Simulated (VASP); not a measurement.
# Re (P6_3/mmc) in VASP: further runs

Re is run at these levels: BLYP; tasks: single point.

All numbers are computed with VASP 6.6.1; they aren't measurements. Logs are shortened: lines on timing, memory, paths and dates and some standing lists are left out, and cuts for length are marked.

## Step 1: The cell of the first run

The structure is hexagonal, space group P6_3/mmc (No. 194). The conventional cell has a = 2.738 Å, b = 2.738 Å, c = 4.402 Å, α = 90.00°, β = 90.00°, γ = 120.00°. Within 3.6 Å of Re (site symmetry -6m2) lie 12 Re at 2.71 to 2.74 Å.

## Step 2: Single point, BLYP (14.29 Å³/atom)

Input file INCAR:

```
  AGGAC = 1.0
  AGGAX = 1.0
  ALDAC = 0.0
  ALDAX = 1.0
  ALGO = Normal
  EDIFF = 1E-6
  ENCUT = 560
  GGA = B5
  GGA_COMPAT = False
  ISIF = 2
  ISMEAR = -1
  LASPH = True
  LCHARG = False
  LREAL = False
  LWAVE = False
  NBANDS = 22
  NELM = 120
  PREC = Accurate
  SIGMA = 0.1
```

Input file KPOINTS:

```
k-points
0
Gamma
  21 21 12
```

Input file POSCAR:

```
Re
1.0
    2.7379165396      0.0000000000      0.0000000000
   -1.3689582698      2.3711052767      0.0000000000
    0.0000000000      0.0000000000      4.4018309943
Re
2
Direct
    0.3333333333      0.6666666667      0.2500000000
    0.6666666667      0.3333333333      0.7500000000
```

Potentials or basis: VASP PAW PBE potentials, release 64 (Re_sv_GW).

Launch:

```console
$ cat potpaw_PBE.64/Re_sv_GW/POTCAR > POTCAR
$ mpirun -np 1 vasp_std > vasp.out
```

OUTCAR:

```text
EDIFF = 1E-6
   ENCUT = 560
   GGA = B5
   ISIF = 2
   ISMEAR = -1
   LASPH = True
   LREAL = False
   NELM = 120
   PREC = Accurate

 ion  position               nearest neighbor table
   1  0.333  0.667  0.250-   2 2.71   2 2.71   2 2.71   2 2.71   2 2.71   2 2.71
   2  0.667  0.333  0.750-   1 2.71   1 2.71   1 2.71   1 2.71   1 2.71   1 2.71

  LATTYP: Found a hexagonal cell.
 ALAT       =     2.7379165396
 C/A-ratio  =     1.6077301593

  Lattice vectors:

 A1 = (   2.7379165396,   0.0000000000,   0.0000000000)
 A2 = (  -1.3689582698,   2.3711052767,   0.0000000000)
 A3 = (   0.0000000000,   0.0000000000,   4.4018309943)

Analysis of symmetry for initial positions (statically):
=====================================================================
 Subroutine PRICEL returns:
 Original cell was already a primitive cell.

 Routine SETGRP: Setting up the symmetry group for a
 hexagonal supercell.

 Subroutine GETGRP returns: Found 24 space group operations
 (whereof 12 operations were pure point group operations)
 out of a pool of 24 trial point group operations.

The static configuration has the point symmetry D_3d.
 The point group associated with its full space group is D_6h.

Analysis of symmetry for dynamics (positions and initial velocities):
=====================================================================
 Subroutine PRICEL returns:
 Original cell was already a primitive cell.

 Routine SETGRP: Setting up the symmetry group for a
 hexagonal supercell.

 Subroutine GETGRP returns: Found 24 space group operations
 (whereof 12 operations were pure point group operations)
 out of a pool of 24 trial point group operations.

The dynamic configuration has the point symmetry D_3d.
 The point group associated with its full space group is D_6h.

 Subroutine INISYM returns: Found 24 space group operations
 (whereof 12 operations are pure point group operations),
 and found     1 'primitive' translations

----------------------------------------------------------------------------------------

                                     Primitive cell

  volume of cell :      28.5762

  direct lattice vectors                    reciprocal lattice vectors
     2.737916540  0.000000000  0.000000000     0.365241228  0.210872122  0.000000000
    -1.368958270  2.371105277  0.000000000     0.000000000  0.421744243  0.000000000
     0.000000000  0.000000000  4.401830994     0.000000000  0.000000000  0.227178190

  length of vectors
     2.737916540  2.737916540  4.401830994     0.421744243  0.421744243  0.227178190

  position of ions in fractional coordinates (direct lattice)
     0.333333333  0.666666667  0.250000000
     0.666666667  0.333333333  0.750000000

  ion indices of the primitive-cell ions
   primitive index   ion index
                 1           1
                 2           2

----------------------------------------------------------------------------------------

 KPOINTS: k-points

Automatic generation of k-mesh.
 Grid dimensions read from file:
 generate k-points for:   21   21   12

 Generating k-lattice:

  Cartesian coordinates                     Fractional coordinates (reciprocal lattice)
     0.017392439  0.010041530  0.000000000     0.047619048  0.000000000  0.000000000
     0.000000000  0.020083059  0.000000000     0.000000000  0.047619048  0.000000000
     0.000000000  0.000000000  0.018931516     0.000000000  0.000000000  0.083333333

  Length of vectors
     0.020083059  0.020083059  0.018931516

  Shift w.r.t. Gamma in fractional coordinates (k-lattice)
     0.000000000  0.000000000  0.000000000

 Subroutine IBZKPT returns following result:
 ===========================================

 Found    336 irreducible k-points:

 Following reciprocal coordinates:
            Coordinates               Weight
  0.000000  0.000000  0.000000      1.000000
  0.047619  0.000000  0.000000      6.000000
  0.095238  0.000000  0.000000      6.000000
  0.142857  0.000000  0.000000      6.000000
  0.190476  0.000000  0.000000      6.000000
  0.238095  0.000000  0.000000      6.000000
[... 16 lines left out ...]
  0.142857  0.095238  0.000000     12.000000
  0.190476  0.095238  0.000000     12.000000
 [... further k-points ...]
   k-points           NKPTS =    336   k-points in BZ     NKDIM =    336   number of bands    NBANDS=     22
   number of dos      NEDOS =    301   number of ions     NIONS =      2
   total plane-waves  NPLWV =  20736
   dimension x,y,z NGX =    24 NGY =   24 NGZ =   36
   dimension x,y,z NGXF=    48 NGYF=   48 NGZF=   72
   ions per type =               2
   NGX,Y,Z   is equivalent  to a cutoff of  14.57, 14.57, 13.60 a.u.
   NGXF,Y,Z  is equivalent  to a cutoff of  29.15, 29.15, 27.19 a.u.
 SYSTEM =  unknown system
   PREC   = accura    normal or accurate (medium, high low for compatibility)
   ISTART =      0    job   : 0-new  1-cont  2-samecut
   ICHARG =      2    charge: 1-file 2-atom 10-const
   ISPIN  =      1    spin polarized calculation?
   LNONCOLLINEAR =      F non collinear calculations
   LSORBIT =      F    spin-orbit coupling
   LASPH  =      T    aspherical Exc in radial PAW
   ENCUT  =  560.0 eV  41.16 Ry    6.42 a.u.   5.28  5.28  8.49*2*pi/ulx,y,z
   NELM   =    120;   NELMIN=  2; NELMDL= -5     # of ELM steps
   EDIFF  = 0.1E-05   stopping-criterion for ELM
   LREAL  =      F    real-space projection
   EDIFFG = 0.1E-04   stopping-criterion for IOM
   NSW    =      0    number of steps for IOM
   IBRION =     -1    ionic relax: 0-MD 1-quasi-New 2-CG
   NFREE  =      0    steps in history (QN), initial steepest desc. (CG)
   ISIF   =      2    stress and relaxation
   ISYM   =      2    0-nonsym 1-usesym 2-fastsym
   POTIM  = 0.5000    time-step for ionic-motion
   TEBEG  =    0.0;   TEEND  =   0.0 temperature during run
   PSTRESS=    0.0 pullay stress
   NELECT =      30.0000    total number of electrons
   NUPDOWN=      -1.0000    fix difference up-down
   EMIN   =  10.00;   EMAX   =-10.00  energy-range for DOS
   EFERMI =   0.00;   METHOD = LEGACY
   ISMEAR =    -1;   SIGMA  =   0.10  broadening in eV -4-tet -1-fermi 0-gaus
   EFERMI_NEDOS =   21; number of points for ismear=-14 and -15
   IALGO  =     38    algorithm
   IMIX   =      4    mixing-type and parameters
     AMIX     =   0.40;   BMIX     =  1.00
     AMIX_MAG =   1.60;   BMIX_MAG =  1.00
  volume/ion in A,a.u.               =      14.29        96.42
  Fermi-wavevector in a.u.,A,eV,Ry     =   1.663849  3.144218 37.666258  2.768392
  Thomas-Fermi vector in A             =   2.750495
   LORBIT       =      0    0 simple, 1 ext, 2 COOP (PROOUT), +10 PAW based schemes
   GGA     = B5    functional components
   LHFCALC =     F    Hartree Fock is set to
   AEXX    =    0.0000 exact exchange contribution
   IVDW    =     0    specifies the selected vdW correction
   LEPSILON=     F    determine dielectric tensor
   LRPA    =     F    only Hartree local field effects (RPA)
 non-spin polarized calculation
  energy-cutoff  :      560.00
  volume of cell :       28.58
 maximum number of plane-waves:       872
 NGX is ok and might be reduce to    24
   NGX = 11   NGY = 11   NGZ = 17

 number of electron      30.0000002 magnetization

 Free energy of the ion-electron system (eV)
  ---------------------------------------------------
  ext. energy  EPLUGINS =         0.00000000
  ---------------------------------------------------
  free energy    TOTEN  =       -24.63393342 eV

  energy without entropy =      -24.58062945  energy(sigma->0) =      -24.60728143

 E-fermi :  14.1529     XC(G=0): -13.7172

 val. band max:       14.1519714111   @ k =   0.0476   0.0000   0.0000
 cond. band min:      14.1597796765   @ k =   0.1429   0.0952   0.0000
 fundamental gap:      0.0078082654
 Fermi energy:        14.1529382381

 k-point     1 :       0.0000    0.0000    0.0000
  band No.  band energies     occupation
      1     -65.3006      2.00000
      2     -65.1540      2.00000
      3     -28.1176      2.00000
      4     -26.9445      2.00000
      5     -26.9445      2.00000
      6     -26.7441      2.00000
[... 14 lines left out ...]
     21      24.5492      0.00000
     22      27.8823      0.00000

 k-point     2 :       0.0476    0.0000    0.0000
  band No.  band energies     occupation
      1     -65.2980      2.00000
      2     -65.1528      2.00000
      3     -28.1079      2.00000
      4     -26.9675      2.00000
      5     -26.9519      2.00000
      6     -26.7682      2.00000
[... 14 lines left out ...]
     21      24.5549      0.00000
     22      28.1005      0.00000

 k-point     3 :       0.0952    0.0000    0.0000
  band No.  band energies     occupation
      1     -65.2904      2.00000
      2     -65.1496      2.00000
      3     -28.0792      2.00000
      4     -27.0339      2.00000
      5     -26.9734      2.00000
      6     -26.8372      2.00000
[... 14 lines left out ...]
     21      24.5471      0.00000
     22      28.7236      0.00000

 k-point     4 :       0.1429    0.0000    0.0000
  band No.  band energies     occupation
      1     -65.2784      2.00000
      2     -65.1444      2.00000
      3     -28.0326      2.00000
      4     -27.1370      2.00000
      5     -27.0064      2.00000
      6     -26.9430      2.00000
[... 14 lines left out ...]
     21      24.4758      0.00000
     22      29.6426      0.00000

 k-point     5 :       0.1905    0.0000    0.0000
  band No.  band energies     occupation
      1     -65.2626      2.00000
      2     -65.1382      2.00000
      3     -27.9704      2.00000
      4     -27.2682      2.00000
      5     -27.0745      2.00000
      6     -27.0469      2.00000
[... 14 lines left out ...]
     21      24.3130      0.00000
     22      30.4750      0.00000

 k-point     6 :       0.2381    0.0000    0.0000
  band No.  band energies     occupation
      1     -65.2444      2.00000
      2     -65.1317      2.00000
      3     -27.8954      2.00000
      4     -27.4148      2.00000
      5     -27.2183      2.00000
      6     -27.0913      2.00000
[... 14 lines left out ...]
     21      24.0773      0.00000
     22      30.1223      0.00000

 k-point     7 :       0.2857    0.0000    0.0000
  band No.  band energies     occupation
      1     -65.2249      2.00000
      2     -65.1257      2.00000
      3     -27.8113      2.00000
      4     -27.5637      2.00000
      5     -27.3616      2.00000
      6     -27.1357      2.00000
[... 324 lines left out ...]
      6     -27.2539      2.00000
[... 14 lines left out ...]
     21      24.3657      0.00000
     22      26.5617      0.00000

 k-point    21 :       0.4762    0.0476    0.0000
  band No.  band energies     occupation
      1     -65.1652      2.00000
      2     -65.1181      2.00000
      3     -27.9423      2.00000
      4     -27.7147      2.00000
      5     -27.5086      2.00000
      6     -27.2605      2.00000
[... 14 lines left out ...]
     21      24.7157      0.00000
     22      26.1569      0.00000

 k-point    22 :       0.0952    0.0952    0.0000
  band No.  band energies     occupation
      1     -65.2714      2.00000
      2     -65.1416      2.00000
      3     -28.0055      2.00000
      4     -27.1753      2.00000
      5     -27.0829      2.00000
      6     -26.9489      2.00000
[... 14 lines left out ...]
     21      24.4166      0.00000
     22      30.1152      0.00000

 k-point    23 :       0.1429    0.0952    0.0000
  band No.  band energies     occupation
      1     -65.2563      2.00000
      2     -65.1358      2.00000
      3     -27.9446      2.00000
      4     -27.2862      2.00000
      5     -27.1886      2.00000
      6     -27.0103      2.00000
[... 14 lines left out ...]
     21      24.2499      0.00000
     22      30.7005      0.00000

 k-point    24 :       0.1905    0.0952    0.0000
  band No.  band energies     occupation
      1     -65.2386      2.00000
      2     -65.1298      2.00000
      3     -27.8709      2.00000
      4     -27.4184      2.00000
      5     -27.3016      2.00000
      6     -27.0755      2.00000
[... 14 lines left out ...]
     21      24.0377      0.00000
     22      29.9535      0.00000

 [... further k-points ...]

------------------------ aborting loop because EDIFF is reached ----------------------------------------

  FORCE on cell =-STRESS in cart. coord.  units (eV):
  Direction    XX          YY          ZZ          XY          YZ          ZX
  --------------------------------------------------------------------------------------
  -------------------------------------------------------------------------------------
  Total        5.8371822      5.8371822      5.9566365      0.0000000      0.0000000      0.0000000
  in kB      327.2724333    327.2724333    333.9698607      0.0000000      0.0000000      0.0000000
  external PRESSURE =     329.5049091 kB  Pullay stress =       0.0000000 kB

 VOLUME and BASIS-vectors are now :
 -----------------------------------------------------------------------------
  energy-cutoff  :      560.00
  volume of cell :       28.58
      direct lattice vectors                 reciprocal lattice vectors
     2.737916540  0.000000000  0.000000000     0.365241228  0.210872122  0.000000000
    -1.368958270  2.371105277  0.000000000     0.000000000  0.421744243  0.000000000
     0.000000000  0.000000000  4.401830994     0.000000000  0.000000000  0.227178190

 POSITION                                       TOTAL-FORCE (eV/Angst)
 -----------------------------------------------------------------------------------
     -0.00000      1.58074      1.10046        -0.000000      0.000000      0.000000
      1.36896      0.79037      3.30137         0.000000     -0.000000      0.000000
 -----------------------------------------------------------------------------------
    total drift:                               -0.000000      0.000000     -0.000000

  FREE ENERGIE OF THE ION-ELECTRON SYSTEM (eV)
  ---------------------------------------------------
  free  energy   TOTEN  =       -24.6339334152 eV

  energy  without entropy=      -24.5806294455  energy(sigma->0) =      -24.60728143
```

Wall time 90 s (1 thread of Intel Xeon 6975P-C (Granite Rapids), shared host); peak memory 0.32 GiB.

Results:

```yaml
Free_energy: -24.6339 eV
Pressure: 33.0 GPa
Band_gap_on_the_k_mesh: zero (bands 15 and 16 overlap by 3.78 eV)
```

Caveat: the cell stands under pressure; the PAW data sets were made with another functional, which shifts forces and pressure a little; spin-orbit coupling is left out, which moves the levels of the heavy elements.

(Continued in part 2 of 2.)
